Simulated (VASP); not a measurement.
# Au (Fm-3m) in VASP: further runs

Au is run at these levels: BLYP+D4, SVWN5, PBE+D4; tasks: single point.

Everything below comes from runs of VASP 6.6.1. Logs are shortened: lines on timing, memory, paths and dates and some standing lists are left out, and cuts for length are marked.

## 1. The cell of the first run

It takes space group Fm-3m (No. 225, cubic). The conventional cell has a = 3.987 Å, b = 3.987 Å, c = 3.987 Å, α = 90.00°, β = 90.00°, γ = 90.00°. Au (site symmetry m-3m) has 12 Au at 2.82 Å within 3.7 Å.

## 2. Single point, BLYP+D4

Input file INCAR:

```
SYSTEM = Au
  AGGAC = 1.0
  AGGAX = 1.0
  ALDAC = 0.0
  ALDAX = 1.0
  ALGO = Normal
  EDIFF = 1E-6
  ENCUT = 520
  GGA = B5
  ISIF = 2
  ISMEAR = -1
  IVDW = 13
  LASPH = .TRUE.
  LCHARG = .TRUE.
  LELF = .TRUE.
  LREAL = .FALSE.
  LVHAR = .TRUE.
  LWAVE = .FALSE.
  NBANDS = 12
  NELM = 100
  PREC = Accurate
  SIGMA = 0.05
  VDW_A1 = 0.44488865
  VDW_A2 = 4.0933009
  VDW_S6 = 1.0
  VDW_S8 = 2.34076671
```

Input file KPOINTS:

```
k-points
0
G
  11 11 11
  0 0 0
```

Input file POSCAR:

```
Au
1.0
    0.0000000000      1.9934577312      1.9934577312
    1.9934577312      0.0000000000      1.9934577312
    1.9934577312      1.9934577312      0.0000000000
Au
1
Direct
    0.0000000000      0.0000000000      0.0000000000
```

Potentials or basis: VASP PAW PBE potentials, release 64 (Au).

On the command line:

```
$ cat potpaw_PBE.64/Au/POTCAR > POTCAR
$ mpirun -np 1 vasp_std > vasp.out
```

OUTCAR:

```text
SYSTEM = Au
   EDIFF = 1E-6
   ENCUT = 520
   GGA = B5
   ISIF = 2
   ISMEAR = -1
   IVDW = 13
   LASPH = .TRUE.
   LREAL = .FALSE.
   NELM = 100
   PREC = Accurate

 ion  position               nearest neighbor table
   1  0.000  0.000  0.000-

  LATTYP: Found a face centered cubic cell.
 ALAT       =     3.9869154624

  Lattice vectors:

 A1 = (   0.0000000000,   1.9934577312,   1.9934577312)
 A2 = (   1.9934577312,   0.0000000000,   1.9934577312)
 A3 = (   1.9934577312,   1.9934577312,   0.0000000000)

Analysis of symmetry for initial positions (statically):
=====================================================================
 Subroutine PRICEL returns:
 Original cell was already a primitive cell.

 Routine SETGRP: Setting up the symmetry group for a
 face centered cubic supercell.

 Subroutine GETGRP returns: Found 48 space group operations
[... 9 lines left out ...]

 Routine SETGRP: Setting up the symmetry group for a
 face centered cubic supercell.

 Subroutine GETGRP returns: Found 48 space group operations
[... 11 lines left out ...]
                                     Primitive cell

  volume of cell :      15.8435

  direct lattice vectors                    reciprocal lattice vectors
     0.000000000  1.993457731  1.993457731    -0.250820467  0.250820467  0.250820467
     1.993457731  0.000000000  1.993457731     0.250820467 -0.250820467  0.250820467
     1.993457731  1.993457731  0.000000000     0.250820467  0.250820467 -0.250820467

  length of vectors
     2.819174959  2.819174959  2.819174959     0.434433793  0.434433793  0.434433793

  position of ions in fractional coordinates (direct lattice)
     0.000000000  0.000000000  0.000000000

  ion indices of the primitive-cell ions
   primitive index   ion index
                 1           1

----------------------------------------------------------------------------------------

 KPOINTS: k-points

Automatic generation of k-mesh.
 Grid dimensions read from file:
 generate k-points for:   11   11   11

 Generating k-lattice:

  Cartesian coordinates                     Fractional coordinates (reciprocal lattice)
    -0.022801861  0.022801861  0.022801861     0.090909091  0.000000000  0.000000000
     0.022801861 -0.022801861  0.022801861     0.000000000  0.090909091  0.000000000
     0.022801861  0.022801861 -0.022801861     0.000000000  0.000000000  0.090909091

  Length of vectors
     0.039493981  0.039493981  0.039493981

  Shift w.r.t. Gamma in fractional coordinates (k-lattice)
     0.000000000  0.000000000  0.000000000

 Subroutine IBZKPT returns following result:
 ===========================================

 Found     56 irreducible k-points:

 Following reciprocal coordinates:
            Coordinates               Weight
  0.000000  0.000000  0.000000      1.000000
  0.090909  0.000000  0.000000      8.000000
  0.181818  0.000000  0.000000      8.000000
  0.272727  0.000000  0.000000      8.000000
  0.363636  0.000000  0.000000      8.000000
  0.454545  0.000000  0.000000      8.000000
[... 16 lines left out ...]
 -0.272727  0.181818  0.000000     24.000000
 -0.181818  0.181818  0.000000     12.000000
 [... further k-points ...]
   k-points           NKPTS =     56   k-points in BZ     NKDIM =     56   number of bands    NBANDS=     12
   number of dos      NEDOS =    301   number of ions     NIONS =      1
   total plane-waves  NPLWV =  13824
   dimension x,y,z NGX =    24 NGY =   24 NGZ =   24
   dimension x,y,z NGXF=    48 NGYF=   48 NGZF=   48
   ions per type =               1
   NGX,Y,Z   is equivalent  to a cutoff of  14.15, 14.15, 14.15 a.u.
   NGXF,Y,Z  is equivalent  to a cutoff of  28.31, 28.31, 28.31 a.u.
 SYSTEM =  Au
   PREC   = accura    normal or accurate (medium, high low for compatibility)
   ISTART =      0    job   : 0-new  1-cont  2-samecut
   ICHARG =      2    charge: 1-file 2-atom 10-const
   ISPIN  =      1    spin polarized calculation?
   LNONCOLLINEAR =      F non collinear calculations
   LSORBIT =      F    spin-orbit coupling
   LASPH  =      T    aspherical Exc in radial PAW
   ENCUT  =  520.0 eV  38.22 Ry    6.18 a.u.   5.24  5.24  5.24*2*pi/ulx,y,z
   NELM   =    100;   NELMIN=  2; NELMDL= -5     # of ELM steps
   EDIFF  = 0.1E-05   stopping-criterion for ELM
   LREAL  =      F    real-space projection
   EDIFFG = 0.1E-04   stopping-criterion for IOM
   NSW    =      0    number of steps for IOM
   IBRION =     -1    ionic relax: 0-MD 1-quasi-New 2-CG
   NFREE  =      0    steps in history (QN), initial steepest desc. (CG)
   ISIF   =      2    stress and relaxation
   ISYM   =      2    0-nonsym 1-usesym 2-fastsym
   POTIM  = 0.5000    time-step for ionic-motion
   TEBEG  =    0.0;   TEEND  =   0.0 temperature during run
   PSTRESS=    0.0 pullay stress
   NELECT =      11.0000    total number of electrons
   NUPDOWN=      -1.0000    fix difference up-down
   EMIN   =  10.00;   EMAX   =-10.00  energy-range for DOS
[... 5 lines left out ...]
     AMIX     =   0.40;   BMIX     =  1.00
     AMIX_MAG =   1.60;   BMIX_MAG =  1.00
  volume/ion in A,a.u.               =      15.84       106.92
  Fermi-wavevector in a.u.,A,eV,Ry     =   1.449624  2.739392 28.591414  2.101410
  Thomas-Fermi vector in A             =   2.567329
   LORBIT       =      0    0 simple, 1 ext, 2 COOP (PROOUT), +10 PAW based schemes
   GGA     = B5    functional components
   LHFCALC =     F    Hartree Fock is set to
   AEXX    =    0.0000 exact exchange contribution
   IVDW    =    13    specifies the selected vdW correction
   LEPSILON=     F    determine dielectric tensor
   LRPA    =     F    only Hartree local field effects (RPA)
 non-spin polarized calculation
  energy-cutoff  :      520.00
  volume of cell :       15.84
 maximum number of plane-waves:       440
 NGX is ok and might be reduce to    24
   NGX = 11   NGY = 11   NGZ = 11

 number of electron      11.0000002 magnetization

 Free energy of the ion-electron system (eV)
  ---------------------------------------------------
  ext. energy  EPLUGINS =         0.00000000
  ---------------------------------------------------
  free energy    TOTEN  =        -2.09983447 eV

  energy without entropy =       -2.09845300  energy(sigma->0) =       -2.09914373

 E-fermi :  11.4198     XC(G=0): -12.4900

 val. band max:       11.2809188317   @ k =   0.4545   0.2727   0.0000
 cond. band min:      11.5211431790   @ k =  -0.4545   0.0909   0.0000
 fundamental gap:      0.2402243473
 Fermi energy:        11.4197580965

 k-point     1 :       0.0000    0.0000    0.0000
  band No.  band energies     occupation
      1       0.7918      2.00000
      2       6.1897      2.00000
      3       6.1897      2.00000
      4       6.1897      2.00000
      5       7.9106      2.00000
      6       7.9106      2.00000
      7      26.0063      0.00000
      8      30.2653      0.00000
      9      30.2653      0.00000
     10      30.2653      0.00000
     11      35.8880      0.00000
     12      41.0488      0.00000

 k-point     2 :       0.0909    0.0000    0.0000
  band No.  band energies     occupation
      1       1.0983      2.00000
      2       6.0897      2.00000
      3       6.2966      2.00000
      4       6.2966      2.00000
      5       7.8637      2.00000
      6       7.8637      2.00000
      7      26.3921      0.00000
      8      28.7201      0.00000
      9      30.6695      0.00000
     10      30.6695      0.00000
     11      36.7634      0.00000
     12      38.7795      0.00000

 k-point     3 :       0.1818    0.0000    0.0000
  band No.  band energies     occupation
      1       1.9307      2.00000
      2       5.9342      2.00000
      3       6.4896      2.00000
      4       6.4896      2.00000
      5       7.8660      2.00000
      6       7.8660      2.00000
      7      25.6796      0.00000
      8      27.3007      0.00000
      9      31.7044      0.00000
     10      31.7044      0.00000
     11      34.3334      0.00000
     12      36.5739      0.00000

 k-point     4 :       0.2727    0.0000    0.0000
  band No.  band energies     occupation
      1       2.8868      2.00000
      2       6.2335      2.00000
      3       6.4740      2.00000
      4       6.4740      2.00000
      5       8.2188      2.00000
      6       8.2188      2.00000
      7      22.2577      0.00000
      8      27.1111      0.00000
      9      32.0701      0.00000
     10      32.0701      0.00000
     11      34.0866      0.00000
     12      35.0392      0.00000

 k-point     5 :       0.3636    0.0000    0.0000
  band No.  band energies     occupation
      1       3.3054      2.00000
      2       6.2958      2.00000
      3       6.2958      2.00000
      4       7.6784      2.00000
      5       8.8026      2.00000
      6       8.8026      2.00000
      7      18.5768      0.00000
      8      26.1843      0.00000
      9      30.3975      0.00000
     10      30.3975      0.00000
     11      36.2638      0.00000
     12      36.2714      0.00000
[... 228 lines left out ...]
      1       4.1106      2.00000
      2       5.6645      2.00000
      3       6.8489      2.00000
      4       7.0452      2.00000
      5       9.2284      2.00000
      6      13.3376      0.00000
      7      14.7869      0.00000
      8      24.7367      0.00000
      9      27.3902      0.00000
     10      27.6988      0.00000
     11      37.5555      0.00000
     12      37.7939      0.00000

 k-point    22 :      -0.3636    0.1818    0.0000
  band No.  band energies     occupation
      1       4.2119      2.00000
      2       5.7558      2.00000
      3       6.8257      2.00000
      4       6.8877      2.00000
      5       8.6704      2.00000
      6      11.9388      0.00006
      7      16.9465      0.00000
      8      24.1448      0.00000
      9      27.6044      0.00000
     10      29.1251      0.00000
     11      35.6727      0.00000
     12      37.7404      0.00000

 k-point    23 :      -0.2727    0.1818    0.0000
  band No.  band energies     occupation
      1       4.2098      2.00000
      2       5.7894      2.00000
      3       6.2109      2.00000
      4       6.9505      2.00000
      5       7.9027      2.00000
      6      10.4377      2.00000
      7      20.3366      0.00000
      8      24.3402      0.00000
      9      28.2229      0.00000
     10      31.6598      0.00000
     11      33.0721      0.00000
     12      37.8270      0.00000

 k-point    24 :      -0.1818    0.1818    0.0000
  band No.  band energies     occupation
      1       3.5084      2.00000
      2       5.5185      2.00000
      3       6.4190      2.00000
      4       7.1727      2.00000
      5       7.2154      2.00000
      6       9.2829      2.00000
      7      23.3268      0.00000
      8      25.5059      0.00000
      9      29.5517      0.00000
     10      30.9532      0.00000
     11      34.2486      0.00000
     12      36.9528      0.00000

 [... further k-points ...]

------------------------ aborting loop because EDIFF is reached ----------------------------------------

  DFT-D4 for vdW energy calculation

  Edisp (eV):   -1.40231

  FORCE on cell =-STRESS in cart. coord.  units (eV):
  Direction    XX          YY          ZZ          XY          YZ          ZX
  --------------------------------------------------------------------------------------
  -------------------------------------------------------------------------------------
  Total       2.58232     2.58232     2.58232     0.00000     0.00000    -0.00000
  in kB     261.13799   261.13799   261.13799     0.00000     0.00000    -0.00000
  external pressure =      261.14 kB  Pullay stress =        0.00 kB

 VOLUME and BASIS-vectors are now :
 -----------------------------------------------------------------------------
  energy-cutoff  :      520.00
  volume of cell :       15.84
      direct lattice vectors                 reciprocal lattice vectors
     0.000000000  1.993457731  1.993457731    -0.250820467  0.250820467  0.250820467
     1.993457731  0.000000000  1.993457731     0.250820467 -0.250820467  0.250820467
     1.993457731  1.993457731  0.000000000     0.250820467  0.250820467 -0.250820467

 POSITION                                       TOTAL-FORCE (eV/Angst)
 -----------------------------------------------------------------------------------
      0.00000      0.00000      0.00000         0.000000      0.000000      0.000000
 -----------------------------------------------------------------------------------
    total drift:                               -0.000000      0.000000      0.000000

  FREE ENERGIE OF THE ION-ELECTRON SYSTEM (eV)
  ---------------------------------------------------
  free  energy   TOTEN  =        -3.5021404714 eV

  energy  without entropy=       -3.5007590005  energy(sigma->0) =       -3.50144974
```

Wall time 13 s (1 thread of Intel Xeon Platinum 8259CL at 2.50GHz (Skylake/Cascade Lake), shared host); peak memory 0.14 GiB.

Results:

```yaml
Free_energy: -3.5021 eV
Pressure: 26.1 GPa
Dispersion_energy_per_atom: -1.402 eV
```

Caveat: the PAW data sets were made with another functional, which shifts forces and pressure a little; spin-orbit coupling is left out, which moves the levels of the heavy elements; pairwise dispersion overbinds metals, which lowers pressure and volume.

## 3. Single point, SVWN5

Input file INCAR:

```
PREC     = Accurate       # precision mode
ENCUT    = 520            # plane-wave cutoff, eV
EDIFF    = 1E-6           # SCF threshold, eV
ISMEAR   = -1             # smearing method
SIGMA    = 0.05           # smearing width, eV
LREAL    = False          # projectors in reciprocal space
LASPH    = True           # aspherical terms in the spheres
NELM     = 100            # most SCF steps
ALGO     = Normal         # electronic algorithm
ISIF     = 2              # what is computed and relaxed
LWAVE    = False          # write WAVECAR
LCHARG   = False          # write CHGCAR
GGA      = VW             # functional
NBANDS   = 12             # bands
```

Input file KPOINTS:

```
Automatic mesh
0
Gamma
  11 11 11
```

POSCAR is that of step 2.

Potentials or basis: VASP PAW PBE potentials, release 64 (Au).

On the command line:

```
$ cat potpaw_PBE.64/Au/POTCAR > POTCAR
$ mpirun -np 1 vasp_std > vasp.out
```

Run time: 7.4 s. Hardware: 1 thread of Intel Xeon Platinum 8259CL at 2.50GHz (Skylake/Cascade Lake), shared host; peak memory 0.13 GiB.

The run converged. Its results:

```
Free energy : -4.4488 eV
Pressure    : 9.6 GPa
```

Levels at points of the mesh, in eV from the Fermi level:
```tsv
k point	band 3	band 4	band 5	band 6	band 7	band 8	band 9	band 10
(0.00, 0.00, 0.00)	-5.06	-5.06	-3.31	-3.31	14.53	18.88	18.88	18.88
```

Caveat: the PAW data sets were made with another functional, which shifts forces and pressure a little; spin-orbit coupling is left out, which moves the levels of the heavy elements.

(Part 1 of 2 ends here.)
